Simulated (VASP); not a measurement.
# InSbTe3: single point with PBE

The system is InSbTe3.

```xyz
5
Lattice="-2.8474 3.6068 4.3750 2.8474 -3.6068 4.3750 2.8474 3.6068 -4.3750" Properties=species:S:1:pos:R:3 pbc="T T T"
In    0.0000    0.0000    0.0000
Sb    0.0000    0.0000    4.3750
Te    0.0000    3.6068    1.7568
Te    2.8474    0.0000    2.6182
Te    2.8474    0.0000    0.0000
```

The cell was generated, and may not be a known phase.

```json
{
 "Program": "VASP 6.6.1",
 "Task": "single point",
 "Functional": "PBE",
 "Potentials or basis": "VASP PAW PBE potentials, release 64 (In_d, Sb, Te)",
 "Cutoff": "520 eV",
 "k mesh": "4 × 4 × 4",
 "Occupations": "gaussian, width 0.1 eV",
 "Spin": "no spin polarisation",
 "Dipole correction": "no",
 "Further INCAR settings": "ALGO = Normal; EDIFF = 1e-06; NBANDS = 26"
}
```

| Property | Result |
| --- | --- |
| Pressure | 3.4 GPa |
| Largest force | 3.891 eV/Å |
| Band gap on the k mesh | zero (bands 18 and 19 overlap by 1.76 eV) |

Forces in eV/Å, atoms in the order of the input:
```
In   0.000  0.000  0.000
Sb   0.000  0.000  0.000
Te   0.000  0.000 -3.891
Te   0.000  0.000  3.891
Te   0.000  0.000  0.000
```

Stress tensor (GPa, compression positive):
```
 1.53  0.00  0.00
 0.00 -4.61  0.00
 0.00  0.00 13.27
```

Levels at points of the mesh, in eV from the Fermi level:
```
           k point  band 15  band 16  band 17  band 18  band 19  band 20  band 21  band 22
(0.00, 0.00, 0.00)    -2.31    -2.28    -1.80    -1.73    -1.03     1.05     2.38     2.63
(0.50, 0.00, 0.00)    -2.08    -1.10    -0.78    -0.71    -0.27     0.91     1.17     1.90
(0.00, 0.50, 0.00)    -1.94    -0.70     0.06     0.29     0.47     1.12     1.79     1.80
(0.50, 0.50, 0.00)    -1.20    -1.07    -0.99    -0.88     1.04     1.13     1.24     1.31
(0.50, 0.50, 0.50)    -1.76    -1.57    -0.96    -0.81    -0.79     1.11     1.94     2.37
```

It took 2.3 min on 1 thread of Intel Xeon 8259CL (shared host), peak memory 0.37 GiB.

Caveat: the stress differs along the axes, from -5 to 13 GPa; spin-orbit coupling is left out, which moves the levels of the heavy elements; forces of over 1 eV/Å act on the atoms, so gaps and moduli don't describe the material at rest.
